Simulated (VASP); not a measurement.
Set up this calculation in VASP 6.6.1, as the native input.

| Item | Value |
| --- | --- |
| Task | single point |
| Functional | RPBE |
| Potentials or basis | VASP PAW PBE potentials, release 64 (Fe_sv) |
| Cutoff | 690 eV |
| k mesh | 10 × 10 × 15 |
| Occupations | fermi-dirac, width 0.05 eV |
| Spin | collinear spin, ferromagnetic start |
| Starting moments | [2.669, 2.629, 2.629] μB |
| Dipole correction | no |
| Further INCAR settings | ALGO = Normal; EDIFF = 1e-06; NBANDS = 35 |

The structure of Fe lies in POSCAR:

```
Fe
1.0
    4.0603869046      0.0000000000      0.0000000000
   -2.0301934523      3.5163982085      0.0000000000
    0.0000000000      0.0000000000      2.3202703849
Fe
3
Direct
    1.0000000000      0.0000000000      0.0000000000
    0.3333333333      0.6666666667      0.5000000000
    0.6666666667      0.3333333333      0.5000000000
```

This isn't the form of Fe at room conditions, which is bcc.

These files were run (other wordings do the same):

INCAR

```
SYSTEM = Fe
  PREC = Accurate
  ENCUT = 690
  EDIFF = 1E-6
  ISMEAR = -1
  SIGMA = 0.05
  LREAL = .FALSE.
  LASPH = .TRUE.
  NELM = 200
  ALGO = Normal
  ISIF = 2
  LWAVE = .FALSE.
  LCHARG = .FALSE.
  ISPIN = 2
  MAGMOM = 2.669 2.629 2.629
  LORBIT = 11
  LMAXMIX = 4
  GGA = RP
  NBANDS = 35
  GGA_COMPAT = .FALSE.
```

KPOINTS

```
regular mesh
0
G
  10 10 15
  0 0 0
```

Potentials or basis: VASP PAW PBE potentials, release 64 (Fe_sv).

The run is started by

```sh
$ cat potpaw_PBE.64/Fe_sv/POTCAR > POTCAR
$ mpirun -np 1 vasp_std > vasp.out
```

It gave:

```
Pressure                                              : 19.7 GPa
Net moment                                            : 6.95 μB per cell
Site moments                                          : Fe +2.46, +2.21 (each value once) μB
Valence electrons inside the program's atomic spheres : Fe 13.76, 13.81 (each value once)
```

Caveat: the cell stands under pressure; the PAW data sets were made with another functional, which shifts forces and pressure a little.

Wall time 4.7 min on 1 thread of Intel(R) Xeon(R) Platinum 8488C (Sapphire Rapids), with other jobs on the host, peak memory 0.37 GiB.
